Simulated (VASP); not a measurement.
# CdS (F-43m) in VASP: single point with PBE0

Aim: the single point of CdS with PBE0.

All numbers are computed with VASP 6.6.1; they aren't measurements. Logs are shortened: lines on timing, memory, paths and dates and some standing lists are left out, and cuts for length are marked.

**1. The cell of the first run**

Symmetry: F-43m, No. 216, cubic system. Conventional cell: a = 5.878 Å, b = 5.878 Å, c = 5.878 Å, α = 90.00°, β = 90.00°, γ = 90.00°. Within 3.4 Å of Cd (site symmetry -43m) lie 4 S at 2.55 Å. S (site symmetry -43m) has 4 Cd at 2.55 Å within 3.4 Å.

**2. Single point, PBE0**

Contents of POSCAR:

```
CdS
1.0
    0.0000000000      2.9392087863      2.9392087863
    2.9392087863      0.0000000000      2.9392087863
    2.9392087863      2.9392087863      0.0000000000
Cd S
1 1
Direct
    0.0000000000      0.0000000000      0.0000000000
    0.2500000000      0.2500000000      0.2500000000
```

Contents of INCAR.step1:

```
SYSTEM = CdS
PREC = Accurate ; ENCUT = 520
EDIFF = 1E-5 ; ISMEAR = 0
SIGMA = 0.01 ; LREAL = .FALSE.
LASPH = .TRUE. ; NELM = 100
ALGO = Normal ; ISIF = 2
LWAVE = .TRUE. ; LCHARG = .FALSE.
GGA = PE ; NBANDS = 16
```

Contents of INCAR.step2:

```
SYSTEM = CdS
PREC = Accurate ; ENCUT = 520
EDIFF = 1E-6 ; ISMEAR = 0
SIGMA = 0.01 ; LREAL = .FALSE.
LASPH = .TRUE. ; NELM = 100
ALGO = Normal ; ISIF = 2
LWAVE = .FALSE. ; LCHARG = .FALSE.
GGA = PE ; LHFCALC = .TRUE.
AEXX = 0.25 ; PRECFOCK = Normal
ISTART = 1 ; NBANDS = 16
```

Contents of KPOINTS:

```
regular mesh
0
G
  6 6 6
  0 0 0
```

Potentials or basis: VASP PAW PBE potentials, release 64 (Cd, S).

Command:

```console
> cat potpaw_PBE.64/Cd/POTCAR potpaw_PBE.64/S/POTCAR > POTCAR
> cp INCAR.step1 INCAR
> mpirun -np 1 vasp_std > vasp.out
> cp INCAR.step2 INCAR
> mpirun -np 1 vasp_std > vasp.out
```

OUTCAR:

```text
SYSTEM = CdS
   PREC = Accurate
   ENCUT = 520
   EDIFF = 1E-6
   ISMEAR = 0
   LREAL = .FALSE.
   LASPH = .TRUE.
   NELM = 100
   ISIF = 2
   GGA = PE
   LHFCALC = .TRUE.
   AEXX = 0.25
   PRECFOCK = Normal
   ISTART = 1

 ion  position               nearest neighbor table
   1  0.000  0.000  0.000-   2 2.55   2 2.55   2 2.55   2 2.55
   2  0.250  0.250  0.250-   1 2.55   1 2.55   1 2.55   1 2.55

  LATTYP: Found a face centered cubic cell.
 ALAT       =     5.8784175726

  Lattice vectors:

 A1 = (   0.0000000000,   2.9392087863,   2.9392087863)
 A2 = (   2.9392087863,   0.0000000000,   2.9392087863)
 A3 = (   2.9392087863,   2.9392087863,   0.0000000000)

Analysis of symmetry for initial positions (statically):
=====================================================================
 Subroutine PRICEL returns:
 Original cell was already a primitive cell.

 Routine SETGRP: Setting up the symmetry group for a
 face centered cubic supercell.

 Subroutine GETGRP returns: Found 24 space group operations
 (whereof 24 operations were pure point group operations)
 out of a pool of 48 trial point group operations.

The static configuration has the point symmetry T_d .

Analysis of symmetry for dynamics (positions and initial velocities):
=====================================================================
 Subroutine PRICEL returns:
 Original cell was already a primitive cell.

 Routine SETGRP: Setting up the symmetry group for a
 face centered cubic supercell.

 Subroutine GETGRP returns: Found 24 space group operations
 (whereof 24 operations were pure point group operations)
 out of a pool of 48 trial point group operations.

The dynamic configuration has the point symmetry T_d .

 Subroutine INISYM returns: Found 24 space group operations
 (whereof 24 operations are pure point group operations),
 and found     1 'primitive' translations

----------------------------------------------------------------------------------------

                                     Primitive cell

  volume of cell :      50.7833

  direct lattice vectors                    reciprocal lattice vectors
     0.000000000  2.939208786  2.939208786    -0.170113808  0.170113808  0.170113808
     2.939208786  0.000000000  2.939208786     0.170113808 -0.170113808  0.170113808
     2.939208786  2.939208786  0.000000000     0.170113808  0.170113808 -0.170113808

  length of vectors
     4.156668928  4.156668928  4.156668928     0.294645759  0.294645759  0.294645759

  position of ions in fractional coordinates (direct lattice)
     0.000000000  0.000000000  0.000000000
     0.250000000  0.250000000  0.250000000

  ion indices of the primitive-cell ions
   primitive index   ion index
                 1           1
                 2           2

----------------------------------------------------------------------------------------

 KPOINTS: regular mesh

Automatic generation of k-mesh.
 Grid dimensions read from file:
 generate k-points for:    6    6    6

 Generating k-lattice:

  Cartesian coordinates                     Fractional coordinates (reciprocal lattice)
    -0.028352301  0.028352301  0.028352301     0.166666667  0.000000000  0.000000000
     0.028352301 -0.028352301  0.028352301     0.000000000  0.166666667  0.000000000
     0.028352301  0.028352301 -0.028352301     0.000000000  0.000000000  0.166666667

  Length of vectors
     0.049107627  0.049107627  0.049107627

  Shift w.r.t. Gamma in fractional coordinates (k-lattice)
     0.000000000  0.000000000  0.000000000

 Subroutine IBZKPT returns following result:
 ===========================================

 Found     16 irreducible k-points:

 Following reciprocal coordinates:
            Coordinates               Weight
  0.000000  0.000000  0.000000      1.000000
  0.166667  0.000000  0.000000      8.000000
  0.333333  0.000000  0.000000      8.000000
  0.500000  0.000000  0.000000      4.000000
  0.166667  0.166667  0.000000      6.000000
  0.333333  0.166667  0.000000     24.000000
[... 8 lines left out ...]
 -0.333333  0.333333  0.166667     24.000000
 -0.333333  0.500000  0.166667     12.000000
   k-points           NKPTS =     16   k-points in BZ     NKDIM =    216   number of bands    NBANDS=     16
   number of dos      NEDOS =    301   number of ions     NIONS =      2
   total plane-waves  NPLWV =  32768
   dimension x,y,z NGX =    32 NGY =   32 NGZ =   32
   dimension x,y,z NGXF=    64 NGYF=   64 NGZF=   64
   ions per type =               1   1
   NGX,Y,Z   is equivalent  to a cutoff of  12.80, 12.80, 12.80 a.u.
   NGXF,Y,Z  is equivalent  to a cutoff of  25.60, 25.60, 25.60 a.u.
 SYSTEM =  CdS
   PREC   = accura    normal or accurate (medium, high low for compatibility)
   ISTART =      1    job   : 0-new  1-cont  2-samecut
   ICHARG =      0    charge: 1-file 2-atom 10-const
   ISPIN  =      1    spin polarized calculation?
   LNONCOLLINEAR =      F non collinear calculations
   LSORBIT =      F    spin-orbit coupling
   LASPH  =      T    aspherical Exc in radial PAW
   ENCUT  =  520.0 eV  38.22 Ry    6.18 a.u.   7.73  7.73  7.73*2*pi/ulx,y,z
   NELM   =    100;   NELMIN=  2; NELMDL=  0     # of ELM steps
   EDIFF  = 0.1E-05   stopping-criterion for ELM
   LREAL  =      F    real-space projection
   EDIFFG = 0.1E-04   stopping-criterion for IOM
   NSW    =      0    number of steps for IOM
   IBRION =     -1    ionic relax: 0-MD 1-quasi-New 2-CG
   NFREE  =      0    steps in history (QN), initial steepest desc. (CG)
   ISIF   =      2    stress and relaxation
   ISYM   =      3    0-nonsym 1-usesym 2-fastsym
   POTIM  = 0.5000    time-step for ionic-motion
   TEBEG  =    0.0;   TEEND  =   0.0 temperature during run
   PSTRESS=    0.0 pullay stress
   NELECT =      18.0000    total number of electrons
   NUPDOWN=      -1.0000    fix difference up-down
   EMIN   =  10.00;   EMAX   =-10.00  energy-range for DOS
   EFERMI =   0.00;   METHOD = LEGACY
   ISMEAR =     0;   SIGMA  =   0.01  broadening in eV -4-tet -1-fermi 0-gaus
   EFERMI_NEDOS =   21; number of points for ismear=-14 and -15
   IALGO  =     38    algorithm
   IMIX   =      1    mixing-type and parameters
     AMIX     =   0.40;   BMIX     =  1.00
     AMIX_MAG =   1.60;   BMIX_MAG =  1.00
  volume/ion in A,a.u.               =      25.39       171.35
  Fermi-wavevector in a.u.,A,eV,Ry     =   1.158578  2.189395 18.263137  1.342303
  Thomas-Fermi vector in A             =   2.295179
   LORBIT       =      0    0 simple, 1 ext, 2 COOP (PROOUT), +10 PAW based schemes
   GGA     = PE    functional components
   LHFCALC =     T    Hartree Fock is set to
   PRECFOCK=normal    Normal, Fast or Accurate (Low or Medium for compatibility)
   ENCUT4O =  -1.0   cutoff for four orbital integrals eV
   NKREDX  =     1    reduce k-point grid by
   NKREDY  =     1    reduce k-point grid by
   NKREDZ  =     1    reduce k-point grid by
   AEXX    =    0.2500 exact exchange contribution
   HFSCREEN=    0.0000 screening length (either q_TF or 0.3 A-1)
   HFSCREENC=   0.0000 screening length for correlation (either q_TF or 0.3 A-1)
   ENCUTFOCK=  -1.0 apply spherical cutoff to Coloumb kernel
   IVDW    =     0    specifies the selected vdW correction
   LEPSILON=     F    determine dielectric tensor
   LRPA    =     F    only Hartree local field effects (RPA)
 non-spin polarized calculation
 Gauss-broadening in eV      SIGMA  =   0.01
  energy-cutoff  :      520.00
  volume of cell :       50.78
 maximum number of plane-waves:      1381
  NGX = 24; NGY = 24; NGZ = 24

 number of electron      18.0000005 magnetization

 Free energy of the ion-electron system (eV)
  ---------------------------------------------------
  ext. energy  EPLUGINS =         0.00000000
  ---------------------------------------------------
  free energy    TOTEN  =        -8.18649071 eV

  energy without entropy =       -8.18649071  energy(sigma->0) =       -8.18649071

 E-fermi :   0.2366     XC(G=0):  -7.1357

 val. band max:        0.1011495804   @ k =   0.0000   0.0000   0.0000
 cond. band min:       2.8727859572   @ k =   0.0000   0.0000   0.0000
 fundamental gap:      2.7716363768
 Fermi energy:         0.2366174460

 k-point     1 :       0.0000    0.0000    0.0000
  band No.  band energies     occupation
      1     -13.3799      2.00000
      2      -8.7295      2.00000
      3      -8.7295      2.00000
      4      -8.7295      2.00000
      5      -8.2753      2.00000
      6      -8.2753      2.00000
[... 8 lines left out ...]
     15      13.6073      0.00000
     16      13.6073      0.00000

 k-point     2 :       0.1667    0.0000    0.0000
  band No.  band energies     occupation
      1     -13.2705      2.00000
      2      -8.6941      2.00000
      3      -8.6941      2.00000
      4      -8.6190      2.00000
      5      -8.2762      2.00000
      6      -8.2762      2.00000
[... 8 lines left out ...]
     15      12.7271      0.00000
     16      13.7559      0.00000

 k-point     3 :       0.3333    0.0000    0.0000
  band No.  band energies     occupation
      1     -13.0527      2.00000
      2      -8.6357      2.00000
      3      -8.6357      2.00000
      4      -8.2617      2.00000
      5      -8.2617      2.00000
      6      -8.2380      2.00000
[... 8 lines left out ...]
     15      13.1988      0.00000
     16      13.1988      0.00000

 k-point     4 :       0.5000    0.0000    0.0000
  band No.  band energies     occupation
      1     -12.9458      2.00000
      2      -8.6150      2.00000
      3      -8.6150      2.00000
      4      -8.2437      2.00000
      5      -8.2437      2.00000
      6      -7.8816      2.00000
[... 8 lines left out ...]
     15      14.7772      0.00000
     16      14.7772      0.00000

 k-point     5 :       0.1667    0.1667    0.0000
  band No.  band energies     occupation
      1     -13.2346      2.00000
      2      -8.6577      2.00000
      3      -8.6577      2.00000
      4      -8.6337      2.00000
      5      -8.2967      2.00000
      6      -8.2563      2.00000
[... 8 lines left out ...]
     15      13.8089      0.00000
     16      15.4880      0.00000

 k-point     6 :       0.3333    0.1667    0.0000
  band No.  band energies     occupation
      1     -13.0544      2.00000
      2      -8.6164      2.00000
      3      -8.5888      2.00000
      4      -8.4094      2.00000
      5      -8.2393      2.00000
      6      -8.2352      2.00000
[... 8 lines left out ...]
     15      14.0368      0.00000
     16      14.9658      0.00000
[... 115 lines left out ...]
 k-point    13 :       0.5000    0.5000    0.0000
  band No.  band energies     occupation
      1     -12.8134      2.00000
      2      -8.5007      2.00000
      3      -8.4071      2.00000
      4      -8.4071      2.00000
      5      -8.1986      2.00000
      6      -7.7989      2.00000
[... 8 lines left out ...]
     15      14.6288      0.00000
     16      15.7318      0.00000

 k-point    14 :       0.5000    0.3333    0.1667
  band No.  band energies     occupation
      1     -12.9152      2.00000
      2      -8.5519      2.00000
      3      -8.5394      2.00000
      4      -8.3591      2.00000
      5      -8.2405      2.00000
      6      -7.9508      2.00000
[... 8 lines left out ...]
     15      15.1769      0.00000
     16      15.4985      0.00000

 k-point    15 :      -0.3333    0.3333    0.1667
  band No.  band energies     occupation
      1     -12.8478      2.00000
      2      -8.5447      2.00000
      3      -8.5069      2.00000
      4      -8.3154      2.00000
      5      -8.2591      2.00000
      6      -7.7023      2.00000
[... 8 lines left out ...]
     15      14.5801      0.00000
     16      15.5965      0.00000

 k-point    16 :      -0.3333    0.5000    0.1667
  band No.  band energies     occupation
      1     -12.8148      2.00000
      2      -8.4999      2.00000
      3      -8.4791      2.00000
      4      -8.3514      2.00000
      5      -8.2381      2.00000
      6      -7.6699      2.00000
[... 8 lines left out ...]
     15      15.4322      0.00000
     16      15.5022      0.00000

------------------------ aborting loop because EDIFF is reached ----------------------------------------

  FORCE on cell =-STRESS in cart. coord.  units (eV):
  Direction    XX          YY          ZZ          XY          YZ          ZX
  --------------------------------------------------------------------------------------
  -------------------------------------------------------------------------------------
  Total        0.0997152      0.0997152      0.0997152      0.0000000      0.0000000     -0.0000000
  in kB        3.1459422      3.1459422      3.1459422      0.0000000      0.0000000     -0.0000000
  external PRESSURE =       3.1459422 kB  Pullay stress =       0.0000000 kB

 VOLUME and BASIS-vectors are now :
 -----------------------------------------------------------------------------
  energy-cutoff  :      520.00
  volume of cell :       50.78
      direct lattice vectors                 reciprocal lattice vectors
     0.000000000  2.939208786  2.939208786    -0.170113808  0.170113808  0.170113808
     2.939208786  0.000000000  2.939208786     0.170113808 -0.170113808  0.170113808
     2.939208786  2.939208786  0.000000000     0.170113808  0.170113808 -0.170113808

 POSITION                                       TOTAL-FORCE (eV/Angst)
 -----------------------------------------------------------------------------------
      0.00000      0.00000      0.00000         0.000000     -0.000000      0.000000
      1.46960      1.46960      1.46960        -0.000000      0.000000     -0.000000
 -----------------------------------------------------------------------------------
    total drift:                                0.000065      0.000058      0.000042

  FREE ENERGIE OF THE ION-ELECTRON SYSTEM (eV)
  ---------------------------------------------------
  free  energy   TOTEN  =        -8.1864907148 eV

  energy  without entropy=       -8.1864907148  energy(sigma->0) =       -8.18649071
```

Run time: 34 min. Hardware: 1 thread of Intel Xeon Platinum 8259CL at 2.50GHz (Skylake/Cascade Lake), shared host; peak memory 0.2 GiB.

What came out:

```yaml
Free_energy: -8.1865 eV
Pressure: 0.3 GPa
Band_gap_on_the_k_mesh: 2.77 eV
```

Caveat: the PAW data sets were made with another functional, which shifts forces and pressure a little.
